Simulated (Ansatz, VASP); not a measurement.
**KZnI3: VASP beside Ansatz**

```
K Zn I
1.0
     5.49841    0.00000    0.00000
     0.00000    5.49841    0.00000
     0.00000    0.00000    7.12902
K Zn I
1 1 3
Cartesian
  0.0000 0.0000 -0.5231
  2.7492 2.7492 4.9635
  2.7492 2.7492 0.4312
  0.0000 2.7492 4.1296
  2.7492 0.0000 4.1296
```

Change from the starting cell: species swapped into the CeBPt3 type (P4mm, No. 99).

Alike in both runs: task relaxation of cell and atoms; functional PBE; k mesh 6 × 6 × 6; occupations gaussian, width 0.1 eV; no spin polarisation.

```csv
,VASP,Ansatz
version,VASP 6.6.1,Ansatz 0.2.0
potentials or method,"VASP PAW PBE potentials, release 64 (K_sv, Zn, I), cutoff 600 eV","scalar-relativistic, plane waves, PAW"
valence electrons in the cell,42,72
```

|  | VASP | Ansatz | Ansatz less VASP |
| --- | --- | --- | --- |
| gap on the k mesh at the Fermi level, each at its own relaxed structure (eV) | none | none | - |
| relaxed volume (Å³/atom) | 43.14 | 43.11 | -0.036 |
| relaxed cell length with the largest relative difference (Å) | 7.132 | 7.129 | -0.0029 |

A gap of «none» marks a metal or a gap that the smearing closes. VASP's potentials hold 42 valence electrons a cell and Ansatz's 72, so a difference there can come from the potentials and not from the codes.

Neither program's run includes spin-orbit coupling.
